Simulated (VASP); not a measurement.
# TaN (Fm-3m) in VASP: single point with PBE

Aim: the single point of TaN with PBE.

All numbers are computed with VASP 6.6.1; they aren't measurements. Logs are shortened: lines on timing, memory, paths and dates and some standing lists are left out, and cuts for length are marked.

## 1. The cell of the first run

It takes space group Fm-3m (No. 225, cubic). The conventional cell has a = 4.417 Å, b = 4.417 Å, c = 4.417 Å, α = 90.00°, β = 90.00°, γ = 90.00°. Ta (site symmetry m-3m) has 6 N at 2.21 Å within 2.9 Å. Within 2.9 Å of N (site symmetry m-3m) lie 6 Ta at 2.21 Å.

## 2. Single point, PBE

Contents of INCAR:

```
SYSTEM = TaN
PREC     = Accurate       ! precision mode
ENCUT    = 600            ! plane-wave cutoff, eV
EDIFF    = 1E-6           ! SCF threshold, eV
ISMEAR   = 0              ! smearing method
SIGMA    = 0.1            ! smearing width, eV
LREAL    = .FALSE.        ! projectors in reciprocal space
LASPH    = .TRUE.         ! aspherical terms in the spheres
NELM     = 120            ! most SCF steps
ALGO     = Normal         ! electronic algorithm
ISIF     = 2              ! what is computed and relaxed
LWAVE    = .FALSE.        ! write WAVECAR
LCHARG   = .FALSE.        ! write CHGCAR
GGA      = PE             ! functional
NBANDS   = 15             ! bands
GGA_COMPAT= .FALSE.
```

Contents of KPOINTS:

```
regular mesh
0
G
  16 16 16
  0 0 0
```

Contents of POSCAR:

```
TaN
1.0
    0.0000000000      2.2086303813      2.2086303813
    2.2086303813      0.0000000000      2.2086303813
    2.2086303813      2.2086303813      0.0000000000
Ta N
1 1
Direct
    0.5000000000      0.5000000000      0.5000000000
    0.0000000000      0.0000000000      0.0000000000
```

Potentials or basis: VASP PAW PBE potentials, release 64 (Ta_pv, N).

Started as:

```bash
$ cat potpaw_PBE.64/Ta_pv/POTCAR potpaw_PBE.64/N/POTCAR > POTCAR
$ mpirun -np 1 vasp_std > vasp.out
```

OUTCAR:

```text
SYSTEM = TaN
   PREC = Accurate
   ENCUT = 600
   EDIFF = 1E-6
   ISMEAR = 0
   LREAL = .FALSE.
   LASPH = .TRUE.
   NELM = 120
   ISIF = 2
   GGA = PE

 ion  position               nearest neighbor table
   1  0.500  0.500  0.500-   2 2.21   2 2.21   2 2.21   2 2.21   2 2.21   2 2.21
   2  0.000  0.000  0.000-   1 2.21   1 2.21   1 2.21   1 2.21   1 2.21   1 2.21

  LATTYP: Found a face centered cubic cell.
 ALAT       =     4.4172607626

  Lattice vectors:

 A1 = (   0.0000000000,   2.2086303813,   2.2086303813)
 A2 = (   2.2086303813,   0.0000000000,   2.2086303813)
 A3 = (   2.2086303813,   2.2086303813,   0.0000000000)

Analysis of symmetry for initial positions (statically):
=====================================================================
 Subroutine PRICEL returns:
 Original cell was already a primitive cell.

 Routine SETGRP: Setting up the symmetry group for a
 face centered cubic supercell.

 Subroutine GETGRP returns: Found 48 space group operations
 (whereof 48 operations were pure point group operations)
 out of a pool of 48 trial point group operations.

The static configuration has the point symmetry O_h .

Analysis of symmetry for dynamics (positions and initial velocities):
=====================================================================
 Subroutine PRICEL returns:
 Original cell was already a primitive cell.

 Routine SETGRP: Setting up the symmetry group for a
 face centered cubic supercell.

 Subroutine GETGRP returns: Found 48 space group operations
 (whereof 48 operations were pure point group operations)
 out of a pool of 48 trial point group operations.

The dynamic configuration has the point symmetry O_h .

 Subroutine INISYM returns: Found 48 space group operations
 (whereof 48 operations are pure point group operations),
 and found     1 'primitive' translations

----------------------------------------------------------------------------------------

                                     Primitive cell

  volume of cell :      21.5476

  direct lattice vectors                    reciprocal lattice vectors
     0.000000000  2.208630381  2.208630381    -0.226384643  0.226384643  0.226384643
     2.208630381  0.000000000  2.208630381     0.226384643 -0.226384643  0.226384643
     2.208630381  2.208630381  0.000000000     0.226384643  0.226384643 -0.226384643

  length of vectors
     3.123475040  3.123475040  3.123475040     0.392109703  0.392109703  0.392109703

  position of ions in fractional coordinates (direct lattice)
     0.500000000  0.500000000  0.500000000
     0.000000000  0.000000000  0.000000000

  ion indices of the primitive-cell ions
   primitive index   ion index
                 1           1
                 2           2

----------------------------------------------------------------------------------------

 KPOINTS: regular mesh

Automatic generation of k-mesh.
 Grid dimensions read from file:
 generate k-points for:   16   16   16

 Generating k-lattice:

  Cartesian coordinates                     Fractional coordinates (reciprocal lattice)
    -0.014149040  0.014149040  0.014149040     0.062500000  0.000000000  0.000000000
     0.014149040 -0.014149040  0.014149040     0.000000000  0.062500000  0.000000000
     0.014149040  0.014149040 -0.014149040     0.000000000  0.000000000  0.062500000

  Length of vectors
     0.024506856  0.024506856  0.024506856

  Shift w.r.t. Gamma in fractional coordinates (k-lattice)
     0.000000000  0.000000000  0.000000000

 Subroutine IBZKPT returns following result:
 ===========================================

 Found    145 irreducible k-points:

 Following reciprocal coordinates:
            Coordinates               Weight
  0.000000  0.000000  0.000000      1.000000
  0.062500  0.000000  0.000000      8.000000
  0.125000  0.000000  0.000000      8.000000
  0.187500  0.000000  0.000000      8.000000
  0.250000  0.000000  0.000000      8.000000
  0.312500  0.000000  0.000000      8.000000
[... 16 lines left out ...]
 -0.125000  0.062500  0.000000     24.000000
 -0.062500  0.062500  0.000000     12.000000
 [... further k-points ...]
   k-points           NKPTS =    145   k-points in BZ     NKDIM =    145   number of bands    NBANDS=     15
   number of dos      NEDOS =    301   number of ions     NIONS =      2
   total plane-waves  NPLWV =  21952
   dimension x,y,z NGX =    28 NGY =   28 NGZ =   28
   dimension x,y,z NGXF=    56 NGYF=   56 NGZF=   56
   ions per type =               1   1
   NGX,Y,Z   is equivalent  to a cutoff of  14.90, 14.90, 14.90 a.u.
   NGXF,Y,Z  is equivalent  to a cutoff of  29.81, 29.81, 29.81 a.u.
 SYSTEM =  TaN
   PREC   = accura    normal or accurate (medium, high low for compatibility)
   ISTART =      0    job   : 0-new  1-cont  2-samecut
   ICHARG =      2    charge: 1-file 2-atom 10-const
   ISPIN  =      1    spin polarized calculation?
   LNONCOLLINEAR =      F non collinear calculations
   LSORBIT =      F    spin-orbit coupling
   LASPH  =      T    aspherical Exc in radial PAW
   ENCUT  =  600.0 eV  44.10 Ry    6.64 a.u.   6.24  6.24  6.24*2*pi/ulx,y,z
   NELM   =    120;   NELMIN=  2; NELMDL= -5     # of ELM steps
   EDIFF  = 0.1E-05   stopping-criterion for ELM
   LREAL  =      F    real-space projection
   EDIFFG = 0.1E-04   stopping-criterion for IOM
   NSW    =      0    number of steps for IOM
   IBRION =     -1    ionic relax: 0-MD 1-quasi-New 2-CG
   NFREE  =      0    steps in history (QN), initial steepest desc. (CG)
   ISIF   =      2    stress and relaxation
   ISYM   =      2    0-nonsym 1-usesym 2-fastsym
   POTIM  = 0.5000    time-step for ionic-motion
   TEBEG  =    0.0;   TEEND  =   0.0 temperature during run
   PSTRESS=    0.0 pullay stress
   NELECT =      16.0000    total number of electrons
   NUPDOWN=      -1.0000    fix difference up-down
   EMIN   =  10.00;   EMAX   =-10.00  energy-range for DOS
   EFERMI =   0.00;   METHOD = LEGACY
   ISMEAR =     0;   SIGMA  =   0.10  broadening in eV -4-tet -1-fermi 0-gaus
   EFERMI_NEDOS =   21; number of points for ismear=-14 and -15
   IALGO  =     38    algorithm
   IMIX   =      4    mixing-type and parameters
     AMIX     =   0.40;   BMIX     =  1.00
     AMIX_MAG =   1.60;   BMIX_MAG =  1.00
  volume/ion in A,a.u.               =      10.77        72.71
  Fermi-wavevector in a.u.,A,eV,Ry     =   1.482456  2.801435 29.901191  2.197676
  Thomas-Fermi vector in A             =   2.596240
   LORBIT       =      0    0 simple, 1 ext, 2 COOP (PROOUT), +10 PAW based schemes
   GGA     = PE    functional components
   LHFCALC =     F    Hartree Fock is set to
   AEXX    =    0.0000 exact exchange contribution
   IVDW    =     0    specifies the selected vdW correction
   LEPSILON=     F    determine dielectric tensor
   LRPA    =     F    only Hartree local field effects (RPA)
 non-spin polarized calculation
 Gauss-broadening in eV      SIGMA  =   0.10
  energy-cutoff  :      600.00
  volume of cell :       21.55
 maximum number of plane-waves:       736
 NGX is ok and might be reduce to    28
   NGX = 13   NGY = 13   NGZ = 13

 number of electron      15.9999999 magnetization

 Free energy of the ion-electron system (eV)
  ---------------------------------------------------
  ext. energy  EPLUGINS =         0.00000000
  ---------------------------------------------------
  free energy    TOTEN  =       -21.82864917 eV

  energy without entropy =      -21.82286363  energy(sigma->0) =      -21.82575640

 E-fermi :   9.3887     XC(G=0): -13.3643

 val. band max:        9.3798399697   @ k =  -0.2500   0.3750   0.1250
 cond. band min:       9.3938048030   @ k =  -0.3125   0.3125   0.1250
 fundamental gap:      0.0139648333
 Fermi energy:         9.3886771213

 k-point     1 :       0.0000    0.0000    0.0000
  band No.  band energies     occupation
      1     -26.4062      2.00000
      2     -26.4062      2.00000
      3     -26.4062      2.00000
      4      -9.3586      2.00000
      5       5.6074      2.00000
      6       5.6074      2.00000
      7       5.6074      2.00000
      8       7.3270      2.00000
      9       7.3270      2.00000
     10       7.3270      2.00000
     11       9.4574      0.33101
     12       9.4574      0.33100
     13      10.8017      0.00000
     14      18.7966      0.00000
     15      21.7310      0.00000

 k-point     2 :       0.0625    0.0000    0.0000
  band No.  band energies     occupation
      1     -26.4394      2.00000
      2     -26.4092      2.00000
      3     -26.4092      2.00000
      4      -9.2661      2.00000
      5       5.1009      2.00000
      6       5.2741      2.00000
      7       5.2741      2.00000
      8       7.4816      2.00000
      9       7.4816      2.00000
     10       7.5467      2.00000
     11       9.8416      0.00000
     12       9.8416      0.00000
     13      11.0961      0.00000
     14      19.0862      0.00000
     15      21.7309      0.00000

 k-point     3 :       0.1250    0.0000    0.0000
  band No.  band energies     occupation
      1     -26.5329      2.00000
      2     -26.4179      2.00000
      3     -26.4179      2.00000
      4      -8.9986      2.00000
      5       4.0719      2.00000
      6       4.5816      2.00000
      7       4.5816      2.00000
      8       7.8431      2.00000
      9       7.8431      2.00000
     10       7.8722      2.00000
     11      10.7775      0.00000
     12      10.7775      0.00000
     13      11.8433      0.00000
     14      19.8865      0.00000
     15      21.7305      0.00000
[... 343 lines left out ...]
 k-point    23 :      -0.1250    0.0625    0.0000
  band No.  band energies     occupation
      1     -26.5871      2.00000
      2     -26.4475      2.00000
      3     -26.4140      2.00000
      4      -8.8066      2.00000
      5       3.4278      2.00000
      6       4.0397      2.00000
      7       4.5033      2.00000
      8       7.7897      2.00000
      9       7.9971      2.00000
     10       8.5831      2.00000
     11      10.4373      0.00000
     12      11.8550      0.00000
     13      12.5246      0.00000
     14      20.4480      0.00000
     15      21.7302      0.00000

 k-point    24 :      -0.0625    0.0625    0.0000
  band No.  band energies     occupation
      1     -26.4854      2.00000
      2     -26.4272      2.00000
      3     -26.4083      2.00000
      4      -9.1171      2.00000
      5       4.4105      2.00000
      6       4.7377      2.00000
      7       5.0741      2.00000
      8       7.4988      2.00000
      9       7.7088      2.00000
     10       8.0145      2.00000
     11       9.8569      0.00000
     12      10.7116      0.00000
     13      11.6234      0.00000
     14      19.5460      0.00000
     15      21.7307      0.00000

 [... further k-points ...]

------------------------ aborting loop because EDIFF is reached ----------------------------------------

  FORCE on cell =-STRESS in cart. coord.  units (eV):
  Direction    XX          YY          ZZ          XY          YZ          ZX
  --------------------------------------------------------------------------------------
  -------------------------------------------------------------------------------------
  Total        0.0902724      0.0902724      0.0902724      0.0000000     -0.0000000      0.0000000
  in kB        6.7122241      6.7122241      6.7122241      0.0000000     -0.0000000      0.0000000
  external PRESSURE =       6.7122241 kB  Pullay stress =       0.0000000 kB

 VOLUME and BASIS-vectors are now :
 -----------------------------------------------------------------------------
  energy-cutoff  :      600.00
  volume of cell :       21.55
      direct lattice vectors                 reciprocal lattice vectors
     0.000000000  2.208630381  2.208630381    -0.226384643  0.226384643  0.226384643
     2.208630381  0.000000000  2.208630381     0.226384643 -0.226384643  0.226384643
     2.208630381  2.208630381  0.000000000     0.226384643  0.226384643 -0.226384643

 POSITION                                       TOTAL-FORCE (eV/Angst)
 -----------------------------------------------------------------------------------
      2.20863      2.20863      2.20863         0.000000      0.000000     -0.000000
      0.00000      0.00000      0.00000        -0.000000     -0.000000      0.000000
 -----------------------------------------------------------------------------------
    total drift:                                0.000000      0.000000      0.000000

  FREE ENERGIE OF THE ION-ELECTRON SYSTEM (eV)
  ---------------------------------------------------
  free  energy   TOTEN  =       -21.8286491741 eV

  energy  without entropy=      -21.8228636282  energy(sigma->0) =      -21.82575640
```

It took 90 s on 1 thread of AMD EPYC 7R13, shared host; peak memory 0.18 GiB.

Results:

```yaml
Free_energy: -21.8286 eV
Pressure: 0.7 GPa
Band_gap_on_the_k_mesh: zero (bands 8 and 9 overlap by 3.93 eV)
```

Caveat: spin-orbit coupling is left out, which moves the levels of the heavy elements.
